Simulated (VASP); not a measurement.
Wanted: the native input for a VASP 6.6.1 run.

* Task: single point
* Functional: PBE
* Potentials or basis: VASP PAW PBE potentials, release 64 (Mn_pv, Si, C)
* Cutoff: 520 eV
* k mesh: 6 × 6 × 4
* Occupations: gaussian, width 0.1 eV
* Spin: collinear spin, ferromagnetic start
* Starting moments: [4.0, 0.0, 0.0, 0.0, 0.0, 0.0] μB
* Dipole correction: no
* Further INCAR settings: ALGO = Normal; EDIFF = 1e-06; NBANDS = 30

The structure of MnSi4C lies in POSCAR:

```
MnSi4C
1.0
    3.4804140300      0.0000000000      0.0000000000
   -1.7402070100      3.0141269700      0.0000000000
    0.0000000000      0.0000000000      7.0404053000
Mn Si C
1 4 1
Direct
    0.0000000000      0.0000000000      0.5000000000
    0.3333333300      0.6666666700      0.7665540000
    0.3333333300      0.6666666700      0.2334460000
    0.6666666700      0.3333333300      0.7665540000
    0.6666666700      0.3333333300      0.2334460000
    0.0000000000      0.0000000000      0.0000000000
```

The cell was built from a structure type or drawn by symmetry, and may not be a known phase.

The input as run:

INCAR

```
PREC = Accurate
ENCUT = 520
EDIFF = 1E-6
ISMEAR = 0
SIGMA = 0.1
LREAL = False
LASPH = True
NELM = 150
ALGO = Normal
ISIF = 2
LWAVE = False
LCHARG = True
ISPIN = 2
MAGMOM = 4 0 0 0 0 0
LORBIT = 11
LMAXMIX = 4
GGA = PE
LELF = True
LVHAR = True
NBANDS = 30
```

KPOINTS

```
regular mesh
0
Gamma
  6 6 4
```

Potentials or basis: VASP PAW PBE potentials, release 64 (Mn_pv, Si, C).

Launch:

```sh
$ cat potpaw_PBE.64/Mn_pv/POTCAR potpaw_PBE.64/Si/POTCAR potpaw_PBE.64/C/POTCAR > POTCAR
$ mpirun -np 1 vasp_std > vasp.out
```

It gave:

The pressure is 45.4 GPa. The largest force is 0.113 eV/Å and the net moment is 3.51 μB per cell. The site moments are Mn +3.35; Si +0.01; C +0.06 μB. The valence electrons inside the program's atomic spheres are Mn 11.56; Si 1.92; C 2.12.

Caveat: the cell stands under pressure.

It took 75 s on 1 thread of Intel(R) Xeon(R) 6975P-C (Granite Rapids) (shared host), peak memory 0.26 GiB.
